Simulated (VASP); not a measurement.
# GaSi in VASP: further runs

The runs below take GaSi through single point, with PBE.

Program: VASP 6.6.1. These are calculated values, not measurements. Logs are shortened: lines on timing, memory, paths and dates and some standing lists are left out, and cuts for length are marked.

## Step 1: The cell of the first run

Symmetry: P2_1/m, No. 11, monoclinic system. Conventional cell: a = 2.725 Å, b = 10.131 Å, c = 4.968 Å, α = 90.00°, β = 92.28°, γ = 90.00°. Within 3.7 Å of Ga (site symmetry m) lie 8 Si at 2.64 to 3.70 Å and 6 Ga at 2.72 to 2.93 Å. Within 3.6 Å of Ga (site symmetry m) lie 4 Si at 2.72 to 2.85 Å and 6 Ga at 2.72 to 2.93 Å. Within 3.3 Å of Si (site symmetry 1) lie 4 Si at 2.49 to 2.72 Å and 3 Ga at 2.64 to 2.85 Å.

## Step 2: Single point, PBE

INCAR reads:

```
ALGO = Normal
EDIFF = 1E-6
ENCUT = 520
GGA = PE
ISIF = 2
ISMEAR = 0
LASPH = T
LCHARG = F
LREAL = F
LWAVE = F
NBANDS = 44
NELM = 80
PREC = Accurate
SIGMA = 0.1
```

KPOINTS reads:

```
k-points
0
Gamma
  6 2 4
```

POSCAR reads:

```
GaSi
1.0
    2.7246283506      0.0000000000      0.0000000000
    0.0000000000     10.1314636803      0.0000000000
   -0.1973683091      0.0000000000      4.9642648176
Ga Si
4 4
Direct
    0.9370891501      0.2500000000      0.2552725996
    0.5353249750      0.7500000000      0.2467968413
    0.4646750250      0.2500000000      0.7532031587
    0.0629108499      0.7500000000      0.7447274004
    0.9856713772      0.5105265973      0.2498918110
    0.9856713772      0.9894734027      0.2498918110
    0.0143286228      0.4894734027      0.7501081890
    0.0143286228      0.0105265973      0.7501081890
```

Potentials or basis: VASP PAW PBE potentials, release 64 (Ga_d, Si).

Run with:

```
cat potpaw_PBE.64/Ga_d/POTCAR potpaw_PBE.64/Si/POTCAR > POTCAR
mpirun -np 1 vasp_std > vasp.out
```

OUTCAR:

```text
EDIFF = 1E-6
   ENCUT = 520
   GGA = PE
   ISIF = 2
   ISMEAR = 0
   LASPH = T
   LREAL = F
   NELM = 80
   PREC = Accurate

 ion  position               nearest neighbor table
   1  0.937  0.250  0.255-   5 2.64   6 2.64   3 2.76   3 2.81   3 2.83
   2  0.535  0.750  0.247-   5 2.72   6 2.72   4 2.76   4 2.81   4 2.83   5 2.85   6 2.85
   3  0.465  0.250  0.753-   7 2.72   8 2.72   1 2.76   1 2.81   1 2.83   8 2.85   7 2.85
   4  0.063  0.750  0.745-   7 2.64   8 2.64   2 2.76   2 2.81   2 2.83
   5  0.986  0.511  0.250-   7 2.49   7 2.50   1 2.64   2 2.72   2 2.85
   6  0.986  0.989  0.250-   8 2.49   8 2.50   1 2.64   2 2.72   2 2.85
   7  0.014  0.489  0.750-   5 2.49   5 2.50   4 2.64   3 2.72   3 2.85
   8  0.014  0.011  0.750-   6 2.49   6 2.50   4 2.64   3 2.72   3 2.85

  LATTYP: Found a simple monoclinic cell.
 ALAT       =     2.7246283506
 B/A-ratio  =     3.7184754677
 C/A-ratio  =     1.8234364820
 COS(beta)  =    -0.0397264273

  Lattice vectors:

 A1 = (   2.7246283506,   0.0000000000,   0.0000000000)
 A2 = (   0.0000000000,  10.1314636803,   0.0000000000)
 A3 = (  -0.1973683091,   0.0000000000,   4.9642648176)

Analysis of symmetry for initial positions (statically):
=====================================================================
 Subroutine PRICEL returns:
 Original cell was already a primitive cell.

 Routine SETGRP: Setting up the symmetry group for a
 simple monoclinic supercell.

 Subroutine GETGRP returns: Found  4 space group operations
 (whereof  2 operations were pure point group operations)
 out of a pool of  4 trial point group operations.

The static configuration has the point symmetry S_2 .
 The point group associated with its full space group is C_2h.

Analysis of symmetry for dynamics (positions and initial velocities):
=====================================================================
 Subroutine PRICEL returns:
 Original cell was already a primitive cell.

 Routine SETGRP: Setting up the symmetry group for a
 simple monoclinic supercell.

 Subroutine GETGRP returns: Found  4 space group operations
 (whereof  2 operations were pure point group operations)
 out of a pool of  4 trial point group operations.

The dynamic configuration has the point symmetry S_2 .
 The point group associated with its full space group is C_2h.

 Subroutine INISYM returns: Found  4 space group operations
 (whereof  2 operations are pure point group operations),
 and found     1 'primitive' translations

----------------------------------------------------------------------------------------

                                     Primitive cell

  volume of cell :     137.0359

  direct lattice vectors                    reciprocal lattice vectors
     2.724628351  0.000000000  0.000000000     0.367022533  0.000000000  0.014592013
     0.000000000 10.131463680  0.000000000     0.000000000  0.098702422  0.000000000
    -0.197368309  0.000000000  4.964264818     0.000000000  0.000000000  0.201439697

  length of vectors
     2.724628351 10.131463680  4.968186734     0.367312492  0.098702422  0.201439697

  position of ions in fractional coordinates (direct lattice)
     0.937089150  0.250000000  0.255272600
     0.535324975  0.750000000  0.246796841
     0.464675025  0.250000000  0.753203159
     0.062910850  0.750000000  0.744727400
     0.985671377  0.510526597  0.249891811
     0.985671377  0.989473403  0.249891811
     0.014328623  0.489473403  0.750108189
     0.014328623  0.010526597  0.750108189

  ion indices of the primitive-cell ions
   primitive index   ion index
                 1           1
                 2           2
                 3           3
                 4           4
                 5           5
                 6           6
                 7           7
                 8           8

----------------------------------------------------------------------------------------

 KPOINTS: k-points

Automatic generation of k-mesh.
 Grid dimensions read from file:
 generate k-points for:    6    2    4

 Generating k-lattice:

  Cartesian coordinates                     Fractional coordinates (reciprocal lattice)
     0.061170422  0.000000000  0.002432002     0.166666667  0.000000000 -0.000000000
     0.000000000  0.049351211  0.000000000     0.000000000  0.500000000  0.000000000
     0.000000000  0.000000000  0.050359924     0.000000000  0.000000000  0.250000000

  Length of vectors
     0.061218749  0.049351211  0.050359924

  Shift w.r.t. Gamma in fractional coordinates (k-lattice)
     0.000000000  0.000000000  0.000000000

 Subroutine IBZKPT returns following result:
 ===========================================

 Found     28 irreducible k-points:

 Following reciprocal coordinates:
            Coordinates               Weight
  0.000000  0.000000  0.000000      1.000000
  0.166667  0.000000  0.000000      2.000000
  0.333333  0.000000  0.000000      2.000000
  0.500000  0.000000  0.000000      1.000000
  0.000000  0.500000  0.000000      1.000000
  0.166667  0.500000  0.000000      2.000000
[... 16 lines left out ...]
  0.333333  0.000000  0.500000      2.000000
  0.500000  0.000000  0.500000      1.000000
 [... further k-points ...]
   k-points           NKPTS =     28   k-points in BZ     NKDIM =     28   number of bands    NBANDS=     44
   number of dos      NEDOS =    301   number of ions     NIONS =      8
   total plane-waves  NPLWV =  64000
   dimension x,y,z NGX =    20 NGY =   80 NGZ =   40
   dimension x,y,z NGXF=    40 NGYF=  160 NGZF=   80
   ions per type =               4   4
   NGX,Y,Z   is equivalent  to a cutoff of  12.20, 13.13, 13.38 a.u.
   NGXF,Y,Z  is equivalent  to a cutoff of  24.41, 26.25, 26.77 a.u.
 SYSTEM =  unknown system
   PREC   = accura    normal or accurate (medium, high low for compatibility)
   ISTART =      0    job   : 0-new  1-cont  2-samecut
   ICHARG =      2    charge: 1-file 2-atom 10-const
   ISPIN  =      1    spin polarized calculation?
   LNONCOLLINEAR =      F non collinear calculations
   LSORBIT =      F    spin-orbit coupling
   LASPH  =      T    aspherical Exc in radial PAW
   ENCUT  =  520.0 eV  38.22 Ry    6.18 a.u.   5.07 18.84  9.24*2*pi/ulx,y,z
   NELM   =     80;   NELMIN=  2; NELMDL= -5     # of ELM steps
   EDIFF  = 0.1E-05   stopping-criterion for ELM
   LREAL  =      F    real-space projection
   EDIFFG = 0.1E-04   stopping-criterion for IOM
   NSW    =      0    number of steps for IOM
   IBRION =     -1    ionic relax: 0-MD 1-quasi-New 2-CG
   NFREE  =      0    steps in history (QN), initial steepest desc. (CG)
   ISIF   =      2    stress and relaxation
   ISYM   =      2    0-nonsym 1-usesym 2-fastsym
   POTIM  = 0.5000    time-step for ionic-motion
   TEBEG  =    0.0;   TEEND  =   0.0 temperature during run
   PSTRESS=    0.0 pullay stress
   NELECT =      68.0000    total number of electrons
   NUPDOWN=      -1.0000    fix difference up-down
   EMIN   =  10.00;   EMAX   =-10.00  energy-range for DOS
   EFERMI =   0.00;   METHOD = LEGACY
   ISMEAR =     0;   SIGMA  =   0.10  broadening in eV -4-tet -1-fermi 0-gaus
   EFERMI_NEDOS =   21; number of points for ismear=-14 and -15
   IALGO  =     38    algorithm
   IMIX   =      4    mixing-type and parameters
     AMIX     =   0.40;   BMIX     =  1.00
     AMIX_MAG =   1.60;   BMIX_MAG =  1.00
  volume/ion in A,a.u.               =      17.13       115.60
  Fermi-wavevector in a.u.,A,eV,Ry     =   1.296084  2.449243 22.855510  1.679833
  Thomas-Fermi vector in A             =   2.427562
   LORBIT       =      0    0 simple, 1 ext, 2 COOP (PROOUT), +10 PAW based schemes
   GGA     = PE    functional components
   LHFCALC =     F    Hartree Fock is set to
   AEXX    =    0.0000 exact exchange contribution
   IVDW    =     0    specifies the selected vdW correction
   LEPSILON=     F    determine dielectric tensor
   LRPA    =     F    only Hartree local field effects (RPA)
 non-spin polarized calculation
 Gauss-broadening in eV      SIGMA  =   0.10
  energy-cutoff  :      520.00
  volume of cell :      137.04
 maximum number of plane-waves:      3714
   NGX = 11   NGY = 37   NGZ = 19

 number of electron      67.9999995 magnetization

 Free energy of the ion-electron system (eV)
  ---------------------------------------------------
  ext. energy  EPLUGINS =         0.00000000
  ---------------------------------------------------
  free energy    TOTEN  =       -31.62953249 eV

  energy without entropy =      -31.61125222  energy(sigma->0) =      -31.62039235

 E-fermi :   7.1398     XC(G=0): -10.9499

 val. band max:        7.1345244295   @ k =   0.3333   0.0000   0.5000
 cond. band min:       7.1996532638   @ k =   0.3333   0.5000   0.5000
 fundamental gap:      0.0651288344
 Fermi energy:         7.1398160408

 k-point     1 :       0.0000    0.0000    0.0000
  band No.  band energies     occupation
      1      -8.0797      2.00000
      2      -8.0793      2.00000
      3      -7.9904      2.00000
      4      -7.9744      2.00000
      5      -7.9142      2.00000
      6      -7.9120      2.00000
[... 36 lines left out ...]
     43      14.5862      0.00000
     44      14.8063      0.00000

 k-point     2 :       0.1667    0.0000    0.0000
  band No.  band energies     occupation
      1      -7.9682      2.00000
      2      -7.9677      2.00000
      3      -7.9350      2.00000
      4      -7.9186      2.00000
      5      -7.8597      2.00000
      6      -7.8587      2.00000
[... 36 lines left out ...]
     43      12.8598      0.00000
     44      13.4041      0.00000

 k-point     3 :       0.3333    0.0000    0.0000
  band No.  band energies     occupation
      1      -7.8924      2.00000
      2      -7.8922      2.00000
      3      -7.8650      2.00000
      4      -7.8592      2.00000
      5      -7.8521      2.00000
      6      -7.8444      2.00000
[... 976 lines left out ...]
     43      11.0709      0.00000
     44      11.5033      0.00000

 k-point    24 :       0.5000    0.0000    0.5000
  band No.  band energies     occupation
      1      -8.0461      2.00000
      2      -8.0461      2.00000
      3      -8.0240      2.00000
      4      -8.0239      2.00000
      5      -7.9390      2.00000
      6      -7.9386      2.00000
[... 36 lines left out ...]
     43      11.2234      0.00000
     44      11.3977      0.00000

 [... further k-points ...]

------------------------ aborting loop because EDIFF is reached ----------------------------------------

  FORCE on cell =-STRESS in cart. coord.  units (eV):
  Direction    XX          YY          ZZ          XY          YZ          ZX
  --------------------------------------------------------------------------------------
  -------------------------------------------------------------------------------------
  Total       -3.2312847      0.7892657      1.8265653      0.0000000      0.0000000      0.4573023
  in kB      -37.7790824      9.2278265     21.3555802      0.0000000      0.0000000      5.3466236
  external PRESSURE =      -2.3985586 kB  Pullay stress =       0.0000000 kB

 VOLUME and BASIS-vectors are now :
 -----------------------------------------------------------------------------
  energy-cutoff  :      520.00
  volume of cell :      137.04
      direct lattice vectors                 reciprocal lattice vectors
     2.724628351  0.000000000  0.000000000     0.367022533  0.000000000  0.014592013
     0.000000000 10.131463680  0.000000000     0.000000000  0.098702422  0.000000000
    -0.197368309  0.000000000  4.964264818     0.000000000  0.000000000  0.201439697

 POSITION                                       TOTAL-FORCE (eV/Angst)
 -----------------------------------------------------------------------------------
      2.50284      2.53287      1.26724        -0.024436      0.000000     -0.004360
      1.40985      7.59860      1.22516         0.017366      0.000000     -0.005870
      1.11741      2.53287      3.73910        -0.017366     -0.000000      0.005870
      0.02442      7.59860      3.69702         0.024436      0.000000      0.004360
      2.63627      5.17238      1.24053        -0.005025      0.005616      0.003080
      2.63627     10.02481      1.24053        -0.005025     -0.005616      0.003080
     -0.10901      4.95908      3.72374         0.005025     -0.005616     -0.003080
     -0.10901      0.10665      3.72374         0.005025      0.005616     -0.003080
 -----------------------------------------------------------------------------------
    total drift:                               -0.000000     -0.000000      0.000000

  FREE ENERGIE OF THE ION-ELECTRON SYSTEM (eV)
  ---------------------------------------------------
  free  energy   TOTEN  =       -31.6295324898 eV

  energy  without entropy=      -31.6112522176  energy(sigma->0) =      -31.62039235
```

Wall time 5.9 min (1 thread of Intel Xeon 8259CL, shared host); peak memory 0.31 GiB.

Results:

| Item | Value |
| --- | --- |
| Free energy | -31.6295 eV |
| Pressure | -0.2 GPa |
| Largest force | 0.025 eV/Å |
| Band gap on the k mesh | zero (bands 34 and 35 overlap by 2.85 eV) |

Forces on the atoms (eV/Å):
```
Ga  -0.024  0.000 -0.004
Ga   0.017  0.000 -0.006
Ga  -0.017  0.000  0.006
Ga   0.024  0.000  0.004
Si  -0.005  0.006  0.003
Si  -0.005 -0.006  0.003
Si   0.005 -0.006 -0.003
Si   0.005  0.006 -0.003
```

Levels at points of the mesh, in eV from the Fermi level:
```csv
k point,band 30,band 31,band 32,band 33,band 34,band 35,band 36,band 37,band 38,band 39
"(0.00, 0.00, 0.00)",-4.91,-3.45,-1.51,-1.41,-1.33,0.57,0.89,2.80,5.18,5.54
"(0.50, 0.00, 0.00)",-2.41,-2.00,-2.00,-1.71,-1.68,-1.59,-0.78,0.50,1.15,1.18
"(0.00, 0.50, 0.00)",-3.81,-3.04,-3.04,-2.45,-2.45,1.70,1.70,4.51,4.51,5.03
"(0.50, 0.50, 0.00)",-2.52,-2.49,-2.49,-1.52,-1.52,0.42,0.42,0.83,0.83,1.40
"(0.00, 0.00, 0.50)",-4.21,0.65,0.67,0.83,0.84,1.63,1.67,2.87,2.91,3.99
"(0.50, 0.00, 0.50)",-4.11,-3.18,-3.12,-1.29,-1.28,-0.57,-0.54,-0.46,-0.40,2.33
"(0.00, 0.50, 0.50)",-2.02,-1.54,-1.54,0.88,0.88,0.99,0.99,4.55,4.55,4.72
"(0.50, 0.50, 0.50)",-3.35,-2.98,-2.98,-2.23,-2.23,-1.56,-1.56,1.76,1.76,2.27
```

Caveat: the k points lie up to 0.38 Å⁻¹ apart, too coarse for converged energies and pressures of a metal.

## Step 3: Single point, PBE

INCAR reads:

```
SYSTEM = GaSi
ALGO = Normal
EDIFF = 1E-6
ENCUT = 520
GGA = PE
ISIF = 2
ISMEAR = 0
LASPH = .True.
LCHARG = .False.
LREAL = .False.
LWAVE = .False.
NBANDS = 44
NELM = 100
PREC = Accurate
SIGMA = 0.2
```

KPOINTS reads:

```
k-points
0
Gamma
  8 4 2
  0 0 0
```

POSCAR reads:

```
GaSi
1.0
    2.7241141500      0.0529012722     -0.0017895374
    0.1009449490      4.9671611046     -0.0003269388
   -0.0061947365      0.0008259321     10.1314617528
Ga Si
4 4
Direct
    0.6875794449      0.2553185678      0.2498575950
    0.0893436200      0.2468428095      0.7498251309
    0.1600976521      0.7529970656      0.2501217853
    0.5617577451      0.7447733686      0.7501886916
    0.6389972178      0.2499377792      0.5105265973
    0.6392351553      0.2500285752      0.9890471869
    0.6092489826      0.7500767535      0.4894698009
    0.6137401821      0.7500250805      1.0109632122
```

Potentials or basis: VASP PAW PBE potentials, release 64 (Ga_d, Si).

Run with:

```
cat potpaw_PBE.64/Ga_d/POTCAR potpaw_PBE.64/Si/POTCAR > POTCAR
mpirun -np 1 vasp_std > vasp.out
```

OUTCAR:

```text
SYSTEM = GaSi
   EDIFF = 1E-6
   ENCUT = 520
   GGA = PE
   ISIF = 2
   ISMEAR = 0
   LASPH = .True.
   LREAL = .False.
   NELM = 100
   PREC = Accurate

 ion  position               nearest neighbor table
   1  0.688  0.255  0.250-   5 2.64   6 2.65   3 2.76   3 2.81   3 2.83
   2  0.089  0.247  0.750-   5 2.72   6 2.72   4 2.76   4 2.81   4 2.83   6 2.85   5 2.85
   3  0.160  0.753  0.250-   7 2.71   8 2.72   1 2.76   1 2.81   1 2.83   8 2.84   7 2.85
   4  0.562  0.745  0.750-   7 2.64   8 2.65   2 2.76   2 2.81   2 2.83
   5  0.639  0.250  0.511-   7 2.49   7 2.50   1 2.64   2 2.72   2 2.85
   6  0.639  0.250  0.989-   8 2.49   8 2.50   1 2.65   2 2.72   2 2.85
   7  0.609  0.750  0.489-   5 2.49   5 2.50   4 2.64   3 2.71   3 2.85
   8  0.614  0.750  0.011-   6 2.49   6 2.50   4 2.65   3 2.72   3 2.84
[... 1346 lines left out ...]
  external PRESSURE =       0.2094969 kB  Pullay stress =       0.0000000 kB

 VOLUME and BASIS-vectors are now :
 -----------------------------------------------------------------------------
  energy-cutoff  :      520.00
  volume of cell :      137.04
      direct lattice vectors                 reciprocal lattice vectors
     2.724114150  0.052901272 -0.001789537     0.367236892 -0.007463143  0.000225150
     0.100944949  4.967161105 -0.000326939    -0.003911158  0.201401723 -0.000018810
    -0.006194736  0.000825932 10.131461753     0.000064739  0.000005181  0.098702480

 POSITION                                       TOTAL-FORCE (eV/Angst)
 -----------------------------------------------------------------------------------
      1.89727      1.30479      2.53011         0.000747     -0.001734     -0.000501
      0.26365      1.23145      7.59658        -0.006032      0.002224      0.000392
      0.51059      3.74893      2.53357         0.007006      0.002793     -0.000850
      1.60083      3.72975      7.59926        -0.000361     -0.003364     -0.000551
      1.76277      1.27571      5.17116         0.003408      0.000225     -0.000197
      1.76046      1.27657     10.01927         0.002945     -0.001276      0.001652
      1.73235      3.75839      4.95771        -0.002694     -0.000146      0.000776
      1.74754      3.75797      0.10973        -0.005019      0.001278     -0.000722
 -----------------------------------------------------------------------------------
    total drift:                               -0.000167     -0.000007     -0.000005

  FREE ENERGIE OF THE ION-ELECTRON SYSTEM (eV)
  ---------------------------------------------------
  free  energy   TOTEN  =       -31.4887804781 eV

  energy  without entropy=      -31.4366824826  energy(sigma->0) =      -31.46273148
```

Run time: 7.3 min. Hardware: 1 thread of Intel Xeon 8259CL, shared host; peak memory 0.33 GiB.

What came out:

```yaml
Free_energy: -31.4888 eV
Pressure: 0.0 GPa
Largest_force: 0.008 eV/Å
Band_gap_on_the_k_mesh: zero (bands 34 and 35 overlap by 2.72 eV)
```

Forces in eV/Å, atoms in the order of the input:
```
Ga   0.001 -0.002 -0.001
Ga  -0.006  0.002  0.000
Ga   0.007  0.003 -0.001
Ga   0.000 -0.003 -0.001
Si   0.003  0.000  0.000
Si   0.003 -0.001  0.002
Si  -0.003  0.000  0.001
Si  -0.005  0.001 -0.001
```

Levels at points of the mesh, in eV from the Fermi level:
| k point | band 32 | band 33 | band 34 | band 35 | band 36 | band 37 |
| --- | --- | --- | --- | --- | --- | --- |
| (0.00, 0.00, 0.00) | -1.46 | -1.37 | -1.28 | 0.63 | 0.95 | 2.85 |
| (0.50, 0.00, 0.00) | -1.92 | -1.64 | -1.63 | -1.52 | -0.73 | 0.54 |
| (0.00, 0.50, 0.00) | 0.74 | 0.91 | 0.92 | 1.69 | 1.73 | 2.93 |
| (0.50, 0.50, 0.00) | -3.08 | -1.25 | -1.23 | -0.51 | -0.48 | -0.40 |
| (0.00, 0.00, 0.50) | -2.98 | -2.41 | -2.41 | 1.75 | 1.76 | 4.55 |
| (0.50, 0.00, 0.50) | -2.42 | -1.44 | -1.44 | 0.48 | 0.49 | 0.87 |
| (0.00, 0.50, 0.50) | -1.48 | 0.96 | 0.96 | 1.07 | 1.07 | 4.60 |
| (0.50, 0.50, 0.50) | -2.92 | -2.19 | -2.19 | -1.50 | -1.49 | 1.82 |

The gap in the log of VASP goes by the Fermi energy; the results here count the filled bands.